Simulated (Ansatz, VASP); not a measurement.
## Two plane-wave programs on CaCu3

INCAR

```
  ALGO = Fast
  EDIFF = 1E-6
  ENCUT = 520
  GGA = PE
  ISIF = 2
  ISMEAR = 0
  LASPH = T
  LCHARG = T
  LELF = T
  LREAL = F
  LVHAR = T
  LWAVE = F
  NBANDS = 30
  NELM = 60
  PREC = Accurate
  SIGMA = 0.1
```

The input KPOINTS:

```
k-points
0
Gamma
  4 4 4
```

POSCAR

```
CaCu3
1.0
    4.0216231276      0.0000000000      0.0000000000
    0.0000000000      4.0216231276      0.0000000000
    0.0000000000      0.0000000000      4.0216231276
Ca Cu
1 3
Direct
    0.0000000000      0.0000000000      0.0000000000
    0.0000000000      0.5000000000      0.5000000000
    0.5000000000      0.0000000000      0.5000000000
    0.5000000000      0.5000000000      0.0000000000
```

Input for Ansatz:

```yaml
crystal:
  lattice:
    - [4.0216231276, 0.0, 0.0]
    - [0.0, 4.0216231276, 0.0]
    - [0.0, 0.0, 4.0216231276]
  atoms:
    - { symbol: Ca, position: [0.0, 0.0, 0.0] }
    - { symbol: Cu, position: [0.0, 0.5, 0.5] }
    - { symbol: Cu, position: [0.5, 0.0, 0.5] }
    - { symbol: Cu, position: [0.5, 0.5, 0.0] }
basis:
  ecutwfc: 420
kpoints:
  mp_grid: { grid: [4, 4, 4] }
hamiltonian:
  xc: pbe
scf:
  occupations: { method: gaussian, width: 0.1 }
  lower_state_search: "off"
output:
  forces: true
  stress: true
  eigenvalues: true
```

Alike in both runs: task single point; functional PBE; k mesh 4 × 4 × 4; occupations gaussian, width 0.1 eV; no spin polarisation.

```csv
,VASP,Ansatz
version,VASP 6.6.1,Ansatz 0.2.0
potentials or method,"VASP PAW PBE potentials, release 64 (Ca_sv, Cu), cutoff 520 eV","scalar-relativistic, plane waves, PAW"
valence electrons in the cell,43,67
```

```csv
,VASP,Ansatz,Ansatz less VASP
gap on the k mesh at the Fermi level (eV),none,none,-
pressure (GPa),2.1,1.7,-0.43
```

A gap of «none» marks a metal or a gap that the smearing closes. The functional is the same, so the differences come from potentials, cutoffs and numerics. VASP's potentials hold 43 valence electrons a cell and Ansatz's 67, so a difference there can come from the potentials and not from the codes.

The k mesh is coarse, so the values compare programs but aren't converged.
